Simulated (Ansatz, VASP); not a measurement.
# C: VASP beside Ansatz

```xyz
12
Lattice="2.4446 0.0000 0.0000 -1.2223 2.1171 0.0000 0.0000 0.0000 29.0883" Properties=species:S:1:pos:R:3 pbc="T T T"
C     1.2223    0.7057    0.0418
C     1.2223    0.7057   14.5865
C     1.2223    0.7057   21.2302
C     1.2223    0.7057    6.6866
C     0.0000    0.0000   17.9094
C     0.0000    1.4114    6.6861
C     0.0000    0.0000    3.3652
C     1.2223    0.7057   17.9657
C     0.0000    1.4114   21.2308
C     0.0000    1.4114    3.4215
C     0.0000    1.4114   14.5860
C     0.0000    1.4114    0.0424
```

Alike in both runs: task single point; functional LDA; k mesh 18 × 18 × 2; occupations gaussian, width 0.15 eV; no spin polarisation.

|  | VASP | Ansatz |
| --- | --- | --- |
| version | VASP 6.6.1 | Ansatz 0.2.0 |
| potentials or method | VASP PAW LDA potentials, release 64 (C), cutoff 520 eV | scalar-relativistic, plane waves, PAW |
| valence electrons in the cell | 48 | 48 |

```csv
,VASP,Ansatz,Ansatz less VASP
gap on the k mesh at the Fermi level (eV),0.01,0.01,0.000
least direct gap on the mesh (eV),0.01,0.01,0.000
rms of the force components (eV/Å),0.324,0.327,+0.0026
```

Ansatz warns that its potentials were made for another functional, while VASP's fit it. LDA's correlation is that of Perdew and Zunger in VASP and of Perdew and Wang (1992) in Ansatz. Atom by atom the forces differ by 0.003 eV/Å (rms over components). Ansatz's warnings: xc potential rough in thin density.
